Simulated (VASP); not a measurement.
# Te (P3_121) in VASP: notebook, part 2 of 2

VASP 6.6.1.

## (3) Single point, LDA (33.98 Å³/atom)

This run uses another cell than the first one, of 33.98 Å³/atom.

Contents of INCAR:

```
PREC = Accurate
ENCUT = 520
EDIFF = 1E-6
ISMEAR = -1
SIGMA = 0.05
LREAL = False
LASPH = True
NELM = 100
ALGO = Normal
ISIF = 2
LWAVE = False
LCHARG = True
GGA = CA
LELF = True
LVHAR = True
NBANDS = 16
```

Contents of KPOINTS:

```
regular mesh
0
Gamma
  8 8 5
```

Contents of POSCAR:

```
Te
1.0
    4.4082837403      0.0000000000      0.0000000000
   -2.2041418701      3.8176857062      0.0000000000
    0.0000000000      0.0000000000      6.0575276095
Te
3
Direct
    0.2855404174      1.0000000000      0.3333333333
    1.0000000000      0.2855404174      0.6666666667
    0.7144595826      0.7144595826      1.0000000000
```

Potentials or basis: VASP PAW LDA potentials, release 64 (Te).

Started as:

```console
$ cat potpaw_LDA.64/Te/POTCAR > POTCAR
$ mpirun -np 1 vasp_std > vasp.out
```

OUTCAR:

```text
PREC = Accurate
   ENCUT = 520
   EDIFF = 1E-6
   ISMEAR = -1
   LREAL = False
   LASPH = True
   NELM = 100
   ISIF = 2
   GGA = CA

 ion  position               nearest neighbor table
   1  0.286  0.000  0.333-   3 2.97   2 2.97   3 3.41   3 3.41   2 3.41   2 3.41
   2  0.000  0.286  0.667-   3 2.97   1 2.97   3 3.41   3 3.41   1 3.41   1 3.41
   3  0.714  0.714  0.000-   2 2.97   1 2.97   2 3.41   1 3.41   1 3.41   2 3.41

  LATTYP: Found a hexagonal cell.
 ALAT       =     4.4082837403
 C/A-ratio  =     1.3741238011

  Lattice vectors:

 A1 = (   4.4082837403,   0.0000000000,   0.0000000000)
 A2 = (  -2.2041418701,   3.8176857062,   0.0000000000)
 A3 = (   0.0000000000,   0.0000000000,   6.0575276095)

Analysis of symmetry for initial positions (statically):
=====================================================================
 Subroutine PRICEL returns:
 Original cell was already a primitive cell.

 Routine SETGRP: Setting up the symmetry group for a
 hexagonal supercell.

 Subroutine GETGRP returns: Found  6 space group operations
 (whereof  2 operations were pure point group operations)
 out of a pool of 24 trial point group operations.

The static configuration has the point symmetry C_2 .
 The point group associated with its full space group is D_3 .

Analysis of symmetry for dynamics (positions and initial velocities):
=====================================================================
 Subroutine PRICEL returns:
 Original cell was already a primitive cell.

 Routine SETGRP: Setting up the symmetry group for a
 hexagonal supercell.

 Subroutine GETGRP returns: Found  6 space group operations
 (whereof  2 operations were pure point group operations)
 out of a pool of 24 trial point group operations.

The dynamic configuration has the point symmetry C_2 .
 The point group associated with its full space group is D_3 .
[... 112 lines left out ...]
   NELECT =      18.0000    total number of electrons
   NUPDOWN=      -1.0000    fix difference up-down
   EMIN   =  10.00;   EMAX   =-10.00  energy-range for DOS
   EFERMI =   0.00;   METHOD = LEGACY
   ISMEAR =    -1;   SIGMA  =   0.05  broadening in eV -4-tet -1-fermi 0-gaus
   EFERMI_NEDOS =   21; number of points for ismear=-14 and -15
   IALGO  =     38    algorithm
   IMIX   =      4    mixing-type and parameters
     AMIX     =   0.40;   BMIX     =  1.00
     AMIX_MAG =   1.60;   BMIX_MAG =  1.00
  volume/ion in A,a.u.               =      33.98       229.32
  Fermi-wavevector in a.u.,A,eV,Ry     =   0.918426  1.735573 11.476589  0.843506
  Thomas-Fermi vector in A             =   2.043506
   LORBIT       =      0    0 simple, 1 ext, 2 COOP (PROOUT), +10 PAW based schemes
   GGA     = CA    functional components
   LHFCALC =     F    Hartree Fock is set to
   AEXX    =    0.0000 exact exchange contribution
   IVDW    =     0    specifies the selected vdW correction
   LEPSILON=     F    determine dielectric tensor
   LRPA    =     F    only Hartree local field effects (RPA)
 non-spin polarized calculation
  energy-cutoff  :      520.00
  volume of cell :      101.94
 maximum number of plane-waves:      2771
 NGX is ok and might be reduce to    36
   NGX = 17   NGY = 17   NGZ = 23

 number of electron      18.0000001 magnetization

 Free energy of the ion-electron system (eV)
  ---------------------------------------------------
  ext. energy  EPLUGINS =         0.00000000
  ---------------------------------------------------
  free energy    TOTEN  =       -11.31827310 eV

  energy without entropy =      -11.31785104  energy(sigma->0) =      -11.31806207

 E-fermi :   5.8203     XC(G=0):  -9.3256

 val. band max:        5.5686556042   @ k =   0.3750   0.2500   0.4000
 cond. band min:       6.0182985915   @ k =   0.0000   0.0000   0.4000
 fundamental gap:      0.4496429873
 Fermi energy:         5.8202914451

 k-point     1 :       0.0000    0.0000    0.0000
  band No.  band energies     occupation
      1      -7.6814      2.00000
      2      -4.5854      2.00000
      3      -4.5854      2.00000
      4       3.0440      2.00000
      5       3.2664      2.00000
      6       3.2664      2.00000
[... 433 lines left out ...]
      3      -4.5173      2.00000
      4       0.7883      2.00000
      5       1.5614      2.00000
      6       2.2184      2.00000
[... 8 lines left out ...]
     15      13.3246      0.00000
     16      13.6160      0.00000

 [... further k-points ...]
[... 5 lines left out ...]
  --------------------------------------------------------------------------------------
  -------------------------------------------------------------------------------------
  Total       -2.1352622     -2.1352622     -2.8707304     -0.0000000      0.0000000      0.0000000
  in kB      -33.5580467    -33.5580467    -45.1167565     -0.0000000      0.0000000      0.0000000
  external PRESSURE =     -37.4109500 kB  Pullay stress =       0.0000000 kB

 VOLUME and BASIS-vectors are now :
 -----------------------------------------------------------------------------
  energy-cutoff  :      520.00
  volume of cell :      101.94
      direct lattice vectors                 reciprocal lattice vectors
     4.408283740  0.000000000  0.000000000     0.226845652  0.130969398  0.000000000
    -2.204141870  3.817685706  0.000000000     0.000000000  0.261938797  0.000000000
     0.000000000  0.000000000  6.057527610     0.000000000  0.000000000  0.165083853

 POSITION                                       TOTAL-FORCE (eV/Angst)
 -----------------------------------------------------------------------------------
      1.25874      0.00000      2.01918        -0.235267     -0.000000      0.000000
     -0.62937      1.09010      4.03835         0.117634     -0.203747     -0.000000
      1.57477      2.72758      0.00000         0.117634      0.203747      0.000000
 -----------------------------------------------------------------------------------
    total drift:                                0.000000     -0.000000      0.000000

  FREE ENERGIE OF THE ION-ELECTRON SYSTEM (eV)
  ---------------------------------------------------
  free  energy   TOTEN  =       -11.3182731046 eV

  energy  without entropy=      -11.3178510364  energy(sigma->0) =      -11.31806207
```

Wall time 98 s (1 thread of Intel Xeon 8259CL, shared host); peak memory 0.22 GiB.

Results:

```yaml
Free_energy: -11.3183 eV
Pressure: -3.7 GPa
Largest_force: 0.235 eV/Å
Band_gap_on_the_k_mesh: 0.45 eV (least direct gap 0.54 eV)
```

Forces in eV/Å, atoms in the order of the input:
```
Te  -0.235  0.000  0.000
Te   0.118 -0.204  0.000
Te   0.118  0.204  0.000
```

Stress tensor (GPa, compression positive):
```
-3.36  0.00  0.00
 0.00 -3.36  0.00
 0.00  0.00 -4.51
```

Caveat: the cell stands under tension; spin-orbit coupling is left out, which moves the levels of the heavy elements; an odd mesh through Γ misses points on the zone boundary, where band edges can lie.

## (4) Single point, LDA (35.24 Å³/atom)

This run uses another cell than the first one, of 35.24 Å³/atom.

Contents of INCAR:

```
PREC     = Accurate       # precision mode
ENCUT    = 520            # plane-wave cutoff, eV
EDIFF    = 1E-6           # SCF threshold, eV
ISMEAR   = -1             # smearing method
SIGMA    = 0.05           # smearing width, eV
LREAL    = False          # projectors in reciprocal space
LASPH    = True           # aspherical terms in the spheres
NELM     = 100            # most SCF steps
ALGO     = Normal         # electronic algorithm
ISIF     = 2              # what is computed and relaxed
LWAVE    = False          # write WAVECAR
LCHARG   = False          # write CHGCAR
GGA      = CA             # functional
NBANDS   = 16             # bands
```

Contents of KPOINTS:

```
Automatic mesh
0
Gamma
  8 8 5
```

Contents of POSCAR:

```
Te
1.0
    4.4620485969      0.0000000000      0.0000000000
   -2.2310242984      3.8642474378      0.0000000000
    0.0000000000      0.0000000000      6.1314071786
Te
3
Direct
    0.2855404174      1.0000000000      0.3333333333
    1.0000000000      0.2855404174      0.6666666667
    0.7144595826      0.7144595826      1.0000000000
```

Potentials or basis: VASP PAW LDA potentials, release 64 (Te).

Started as:

```console
$ cat potpaw_LDA.64/Te/POTCAR > POTCAR
$ mpirun -np 1 vasp_std > vasp.out
```

OUTCAR:

```text
PREC = Accurate
   ENCUT = 520
   EDIFF = 1E-6
   ISMEAR = -1
   LREAL = False
   LASPH = True
   NELM = 100
   ISIF = 2
   GGA = CA

 ion  position               nearest neighbor table
   1  0.286  0.000  0.333-   3 3.01   2 3.01   3 3.45   3 3.45   2 3.45   2 3.45
   2  0.000  0.286  0.667-   3 3.01   1 3.01   3 3.45   3 3.45   1 3.45   1 3.45
   3  0.714  0.714  0.000-   2 3.01   1 3.01   2 3.45   1 3.45   1 3.45   2 3.45

  LATTYP: Found a hexagonal cell.
 ALAT       =     4.4620485969
 C/A-ratio  =     1.3741238011

  Lattice vectors:

[... 633 lines left out ...]
      6       1.9215      2.00000
[... 8 lines left out ...]
     15      12.8584      0.00000
     16      13.1294      0.00000

 [... further k-points ...]
[... 5 lines left out ...]
  --------------------------------------------------------------------------------------
  -------------------------------------------------------------------------------------
  Total       -2.9759626     -2.9759626     -4.0823837     -0.0000000      0.0000000      0.0000000
  in kB      -45.1002214    -45.1002214    -61.8678491     -0.0000000      0.0000000      0.0000000
  external PRESSURE =     -50.6894306 kB  Pullay stress =       0.0000000 kB

 VOLUME and BASIS-vectors are now :
 -----------------------------------------------------------------------------
  energy-cutoff  :      520.00
  volume of cell :      105.72
      direct lattice vectors                 reciprocal lattice vectors
     4.462048597  0.000000000  0.000000000     0.224112306  0.129391300  0.000000000
    -2.231024298  3.864247438  0.000000000     0.000000000  0.258782600  0.000000000
     0.000000000  0.000000000  6.131407179     0.000000000  0.000000000  0.163094698

 POSITION                                       TOTAL-FORCE (eV/Angst)
 -----------------------------------------------------------------------------------
      1.27410      0.00000      2.04380        -0.341310     -0.000000      0.000000
     -0.63705      1.10340      4.08760         0.170655     -0.295583     -0.000000
      1.59398      2.76085      0.00000         0.170655      0.295583     -0.000000
 -----------------------------------------------------------------------------------
    total drift:                                0.000000     -0.000000     -0.000000

  FREE ENERGIE OF THE ION-ELECTRON SYSTEM (eV)
  ---------------------------------------------------
  free  energy   TOTEN  =       -11.2139819790 eV

  energy  without entropy=      -11.2135232899  energy(sigma->0) =      -11.21375263
```

It took 85 s on 1 thread of Intel Xeon 8259CL, shared host; peak memory 0.22 GiB.

What came out:

```
Free energy            : -11.2140 eV
Pressure               : -5.1 GPa
Largest force          : 0.341 eV/Å
Band gap on the k mesh : 0.45 eV (least direct gap 0.52 eV)
```

Forces on the atoms (eV/Å):
```
Te  -0.341  0.000  0.000
Te   0.171 -0.296  0.000
Te   0.171  0.296  0.000
```

Caveat: the cell stands under tension; spin-orbit coupling is left out, which moves the levels of the heavy elements; an odd mesh through Γ misses points on the zone boundary, where band edges can lie.

## (5) Overview

```tsv
cell	gap on the mesh (eV)	pressure (GPa)	largest force (eV/Å)
a = 4.353, b = 4.353, c = 5.982 Å, angles 90.0, 90.0, 120.0°, 3 atoms	0.44	-2.1	0.11
a = 4.408, b = 4.408, c = 6.058 Å, angles 90.0, 90.0, 120.0°, 3 atoms	0.45	-3.7	0.24
a = 4.462, b = 4.462, c = 6.131 Å, angles 90.0, 90.0, 120.0°, 3 atoms	0.45	-5.1	0.34
```

Alike in all rows: task single point; level LDA; potentials or basis VASP PAW LDA potentials, release 64 (Te); no spin polarisation; k mesh 8 × 8 × 5; cutoff (eV) 520; smearing fermi-dirac 0.05 eV.

Caveats: spin-orbit coupling is left out, which moves the levels of the heavy elements; an odd mesh through Γ misses points on the zone boundary, where band edges can lie; the cell stands under tension (at least some runs).

Total energies depend on the potentials used, so only differences within one code and one set of settings carry meaning.
